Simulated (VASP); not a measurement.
# W in VASP: single point with PBEsol

Aim: the single point of W with PBEsol.

Program: VASP 6.6.1. These are calculated values, not measurements. Logs are shortened: lines on timing, memory, paths and dates and some standing lists are left out, and cuts for length are marked.

### 1 The cell of the first run

The typed cell holds 1 atom: a = 2.791 Å, b = 2.791 Å, c = 3.223 Å, α = 54.73°, β = 54.73°, γ = 70.53°.

### 2 Single point, PBEsol

INCAR

```
PREC     = Accurate       # precision mode
ENCUT    = 520            # plane-wave cutoff, eV
EDIFF    = 1E-6           # SCF threshold, eV
ISMEAR   = 0              # smearing method
SIGMA    = 0.15           # smearing width, eV
LREAL    = False          # projectors in reciprocal space
LASPH    = True           # aspherical terms in the spheres
NELM     = 60             # most SCF steps
ALGO     = Fast           # electronic algorithm
ISIF     = 2              # what is computed and relaxed
LWAVE    = False          # write WAVECAR
LCHARG   = False          # write CHGCAR
GGA      = PS             # functional
NBANDS   = 13             # bands
```

KPOINTS

```
regular mesh
0
Gamma
  22 22 22
```

POSCAR

```
W
1.0
    0.0000000000      2.2787126677      1.6110498561
    2.2787126677      0.0000000000      1.6110498561
    2.2787126677      2.2787126677      0.0000000000
W
1
Direct
    0.0000000000      0.0000000000      0.0000000000
```

Potentials or basis: VASP PAW PBE potentials, release 64 (W_sv).

Run with:

```console
> cat potpaw_PBE.64/W_sv/POTCAR > POTCAR
> mpirun -np 1 vasp_std > vasp.out
```

OUTCAR:

```text
PREC = Accurate
   ENCUT = 520
   EDIFF = 1E-6
   ISMEAR = 0
   LREAL = False
   LASPH = True
   NELM = 60
   ISIF = 2
   GGA = PS

 ion  position               nearest neighbor table
   1  0.000  0.000  0.000-

  LATTYP: Found a body centered tetragonal cell.
 ALAT       =     3.2225863594
 C/A-ratio  =     0.9998489886

  Lattice vectors:

 A1 = (   0.0000000000,  -2.2787126677,  -1.6110498561)
 A2 = (   0.0000000000,   2.2787126677,  -1.6110498561)
 A3 = (   2.2787126677,   0.0000000000,   1.6110498561)

Analysis of symmetry for initial positions (statically):
=====================================================================
 Subroutine PRICEL returns:
 Original cell was already a primitive cell.

 Routine SETGRP: Setting up the symmetry group for a
 body centered tetragonal supercell.

 Subroutine GETGRP returns: Found 16 space group operations
 (whereof 16 operations were pure point group operations)
 out of a pool of 16 trial point group operations.

The static configuration has the point symmetry D_4h.

Analysis of symmetry for dynamics (positions and initial velocities):
=====================================================================
 Subroutine PRICEL returns:
 Original cell was already a primitive cell.

 Routine SETGRP: Setting up the symmetry group for a
 body centered tetragonal supercell.

 Subroutine GETGRP returns: Found 16 space group operations
 (whereof 16 operations were pure point group operations)
 out of a pool of 16 trial point group operations.

The dynamic configuration has the point symmetry D_4h.

 Subroutine INISYM returns: Found 16 space group operations
 (whereof 16 operations are pure point group operations),
 and found     1 'primitive' translations

----------------------------------------------------------------------------------------

                                     Primitive cell

  volume of cell :      16.7309

  direct lattice vectors                    reciprocal lattice vectors
     0.000000000  2.278712668  1.611049856    -0.219422136  0.219422136  0.310356627
     2.278712668  0.000000000  1.611049856     0.219422136 -0.219422136  0.310356627
     2.278712668  2.278712668  0.000000000     0.219422136  0.219422136 -0.310356627

  length of vectors
     2.790701177  2.790701177  3.222586359     0.438877413  0.438877413  0.438877413

  position of ions in fractional coordinates (direct lattice)
     0.000000000  0.000000000  0.000000000

  ion indices of the primitive-cell ions
   primitive index   ion index
                 1           1

----------------------------------------------------------------------------------------

 KPOINTS: regular mesh

Automatic generation of k-mesh.
 Grid dimensions read from file:
 generate k-points for:   22   22   22

 Generating k-lattice:

  Cartesian coordinates                     Fractional coordinates (reciprocal lattice)
    -0.009973733  0.009973733  0.014107119     0.045454545  0.000000000  0.000000000
     0.009973733 -0.009973733  0.014107119     0.000000000  0.045454545  0.000000000
     0.009973733  0.009973733 -0.014107119     0.000000000  0.000000000  0.045454545

  Length of vectors
     0.019948973  0.019948973  0.019948973

  Shift w.r.t. Gamma in fractional coordinates (k-lattice)
     0.000000000  0.000000000  0.000000000

 Subroutine IBZKPT returns following result:
 ===========================================

 Found    834 irreducible k-points:

 Following reciprocal coordinates:
            Coordinates               Weight
  0.000000  0.000000  0.000000      1.000000
  0.045455  0.000000  0.000000      8.000000
  0.090909  0.000000  0.000000      8.000000
  0.136364  0.000000  0.000000      8.000000
  0.181818  0.000000  0.000000      8.000000
  0.227273  0.000000  0.000000      8.000000
[... 16 lines left out ...]
  0.500000  0.045455  0.000000      8.000000
 -0.454545  0.045455  0.000000      8.000000
 [... further k-points ...]
   k-points           NKPTS =    834   k-points in BZ     NKDIM =    834   number of bands    NBANDS=     13
   number of dos      NEDOS =    301   number of ions     NIONS =      1
   total plane-waves  NPLWV =  13824
   dimension x,y,z NGX =    24 NGY =   24 NGZ =   24
   dimension x,y,z NGXF=    48 NGYF=   48 NGZF=   48
   ions per type =               1
   NGX,Y,Z   is equivalent  to a cutoff of  14.30, 14.30, 12.38 a.u.
   NGXF,Y,Z  is equivalent  to a cutoff of  28.59, 28.59, 24.76 a.u.
 SYSTEM =  unknown system
   PREC   = accura    normal or accurate (medium, high low for compatibility)
   ISTART =      0    job   : 0-new  1-cont  2-samecut
   ICHARG =      2    charge: 1-file 2-atom 10-const
   ISPIN  =      1    spin polarized calculation?
   LNONCOLLINEAR =      F non collinear calculations
   LSORBIT =      F    spin-orbit coupling
   LASPH  =      T    aspherical Exc in radial PAW
   ENCUT  =  520.0 eV  38.22 Ry    6.18 a.u.   5.19  5.19  5.99*2*pi/ulx,y,z
   NELM   =     60;   NELMIN=  2; NELMDL= -5     # of ELM steps
   EDIFF  = 0.1E-05   stopping-criterion for ELM
   LREAL  =      F    real-space projection
   EDIFFG = 0.1E-04   stopping-criterion for IOM
   NSW    =      0    number of steps for IOM
   IBRION =     -1    ionic relax: 0-MD 1-quasi-New 2-CG
   NFREE  =      0    steps in history (QN), initial steepest desc. (CG)
   ISIF   =      2    stress and relaxation
   ISYM   =      2    0-nonsym 1-usesym 2-fastsym
   POTIM  = 0.5000    time-step for ionic-motion
   TEBEG  =    0.0;   TEEND  =   0.0 temperature during run
   PSTRESS=    0.0 pullay stress
   NELECT =      14.0000    total number of electrons
   NUPDOWN=      -1.0000    fix difference up-down
   EMIN   =  10.00;   EMAX   =-10.00  energy-range for DOS
   EFERMI =   0.00;   METHOD = LEGACY
   ISMEAR =     0;   SIGMA  =   0.15  broadening in eV -4-tet -1-fermi 0-gaus
   EFERMI_NEDOS =   21; number of points for ismear=-14 and -15
   IALGO  =     68    algorithm
   IMIX   =      4    mixing-type and parameters
     AMIX     =   0.40;   BMIX     =  1.00
     AMIX_MAG =   1.60;   BMIX_MAG =  1.00
  volume/ion in A,a.u.               =      16.73       112.91
  Fermi-wavevector in a.u.,A,eV,Ry     =   1.542688  2.915258 32.380324  2.379887
  Thomas-Fermi vector in A             =   2.648457
   LORBIT       =      0    0 simple, 1 ext, 2 COOP (PROOUT), +10 PAW based schemes
   GGA     = PS    functional components
   LHFCALC =     F    Hartree Fock is set to
   AEXX    =    0.0000 exact exchange contribution
   IVDW    =     0    specifies the selected vdW correction
   LEPSILON=     F    determine dielectric tensor
   LRPA    =     F    only Hartree local field effects (RPA)
 non-spin polarized calculation
 RMM-DIIS sequential band-by-band and
 Gauss-broadening in eV      SIGMA  =   0.15
  energy-cutoff  :      520.00
  volume of cell :       16.73
 maximum number of plane-waves:       466
 NGX is ok and might be reduce to    24
   NGX = 11   NGY = 11   NGZ = 11

 number of electron      13.9999999 magnetization

 Free energy of the ion-electron system (eV)
  ---------------------------------------------------
  ext. energy  EPLUGINS =         0.00000000
  ---------------------------------------------------
  free energy    TOTEN  =       -13.74762989 eV

  energy without entropy =      -13.74175470  energy(sigma->0) =      -13.74469230

 E-fermi :  10.4985     XC(G=0): -13.4581

 val. band max:       10.4961770906   @ k =   0.1818   0.0455   0.1364
 cond. band min:      10.5130556214   @ k =  -0.2273   0.5000   0.2727
 fundamental gap:      0.0168785308
 Fermi energy:        10.4984677400

 k-point     1 :       0.0000    0.0000    0.0000
  band No.  band energies     occupation
      1     -63.7147      2.00000
      2     -27.3444      2.00000
      3     -27.3444      2.00000
      4     -27.3443      2.00000
      5       1.1612      2.00000
      6       9.3612      2.00000
      7       9.3631      2.00000
      8       9.3631      2.00000
      9      12.6147      0.00000
     10      12.6172      0.00000
     11      24.9268      0.00000
     12      24.9268      0.00000
     13      24.9296      0.00000

 k-point     2 :       0.0455    0.0000    0.0000
  band No.  band energies     occupation
      1     -63.7126      2.00000
      2     -27.3678      2.00000
      3     -27.3518      2.00000
      4     -27.3444      2.00000
      5       1.2557      2.00000
      6       9.3054      2.00000
      7       9.3513      2.00000
      8       9.4523      2.00000
      9      12.5253      0.00000
     10      12.6162      0.00000
     11      25.0080      0.00000
     12      25.0877      0.00000
     13      25.1532      0.00000

 k-point     3 :       0.0909    0.0000    0.0000
  band No.  band energies     occupation
      1     -63.7064      2.00000
      2     -27.4360      2.00000
      3     -27.3734      2.00000
      4     -27.3446      2.00000
      5       1.5327      2.00000
      6       9.1441      2.00000
      7       9.3042      2.00000
      8       9.7208      2.00000
      9      12.3042      0.00000
     10      12.6219      0.00000
     11      25.2201      0.00000
     12      25.5607      0.00000
     13      25.7582      0.00000

 k-point     4 :       0.1364    0.0000    0.0000
  band No.  band energies     occupation
      1     -63.6966      2.00000
      2     -27.5421      2.00000
      3     -27.4073      2.00000
      4     -27.3450      2.00000
      5       1.9722      2.00000
      6       8.9021      2.00000
      7       9.1942      2.00000
      8      10.1619      1.99849
      9      12.0761      0.00000
     10      12.6398      0.00000
     11      25.4696      0.00000
     12      26.3195      0.00000
     13      26.5314      0.00000

 k-point     5 :       0.1818    0.0000    0.0000
  band No.  band energies     occupation
      1     -63.6840      2.00000
      2     -27.6763      2.00000
      3     -27.4506      2.00000
      4     -27.3455      2.00000
      5       2.5373      2.00000
      6       8.6103      2.00000
      7       9.0143      2.00000
      8      10.7650      0.01198
      9      11.9544      0.00000
     10      12.6793      0.00000
     11      25.5640      0.00000
     12      27.0606      0.00000
     13      27.3284      0.00000
[... 257 lines left out ...]
 k-point    22 :       0.4545    0.0455    0.0000
  band No.  band energies     occupation
      1     -63.6096      2.00000
      2     -28.3983      2.00000
      3     -27.7013      2.00000
      4     -27.3650      2.00000
      5       4.6546      2.00000
      6       7.3169      2.00000
      7      10.3988      1.65256
      8      12.3483      0.00000
      9      13.6944      0.00000
     10      15.9182      0.00000
     11      20.9809      0.00000
     12      22.3514      0.00000
     13      26.8528      0.00000

 k-point    23 :       0.5000    0.0455    0.0000
  band No.  band energies     occupation
      1     -63.6074      2.00000
      2     -28.4185      2.00000
      3     -27.7083      2.00000
      4     -27.3651      2.00000
      5       4.6503      2.00000
      6       7.2819      2.00000
      7      10.6465      0.16270
      8      12.2862      0.00000
      9      13.7968      0.00000
     10      16.1840      0.00000
     11      20.6812      0.00000
     12      22.2037      0.00000
     13      26.4781      0.00000

 k-point    24 :      -0.4545    0.0455    0.0000
  band No.  band energies     occupation
      1     -63.6096      2.00000
      2     -28.3982      2.00000
      3     -27.7013      2.00000
      4     -27.3650      2.00000
      5       4.6546      2.00000
      6       7.3169      2.00000
      7      10.3989      1.65218
      8      12.3480      0.00000
      9      13.6942      0.00000
     10      15.9183      0.00000
     11      20.9810      0.00000
     12      22.3518      0.00000
     13      26.8527      0.00000

 [... further k-points ...]
[... 5 lines left out ...]
  --------------------------------------------------------------------------------------
  -------------------------------------------------------------------------------------
  Total       -1.8476675     -1.8476675     -1.8433004      0.0000000     -0.0000000     -0.0000000
  in kB     -176.9360342   -176.9360342   -176.5178372      0.0000000     -0.0000000     -0.0000000
  external PRESSURE =    -176.7966352 kB  Pullay stress =       0.0000000 kB

 VOLUME and BASIS-vectors are now :
 -----------------------------------------------------------------------------
  energy-cutoff  :      520.00
  volume of cell :       16.73
      direct lattice vectors                 reciprocal lattice vectors
     0.000000000  2.278712668  1.611049856    -0.219422136  0.219422136  0.310356627
     2.278712668  0.000000000  1.611049856     0.219422136 -0.219422136  0.310356627
     2.278712668  2.278712668  0.000000000     0.219422136  0.219422136 -0.310356627

 POSITION                                       TOTAL-FORCE (eV/Angst)
 -----------------------------------------------------------------------------------
      0.00000      0.00000      0.00000         0.000000      0.000000     -0.000000
 -----------------------------------------------------------------------------------
    total drift:                                0.000000     -0.000000     -0.000000

  FREE ENERGIE OF THE ION-ELECTRON SYSTEM (eV)
  ---------------------------------------------------
  free  energy   TOTEN  =       -13.7476298873 eV

  energy  without entropy=      -13.7417547044  energy(sigma->0) =      -13.74469230
```

It took 88 s on 1 thread of AMD EPYC 9R45 (Zen 5), shared host; peak memory 0.25 GiB.

What came out:

| Quantity | Value |
| --- | --- |
| Free energy | -13.7476 eV |
| Pressure | -17.7 GPa |
| Band gap on the k mesh | zero (band 7 reaches 15.30 eV, above the bottom of band 8 at 9.36 eV) |

Caveat: the PAW data sets were made with another functional, which shifts forces and pressure a little; spin-orbit coupling is left out, which moves the levels of the heavy elements.
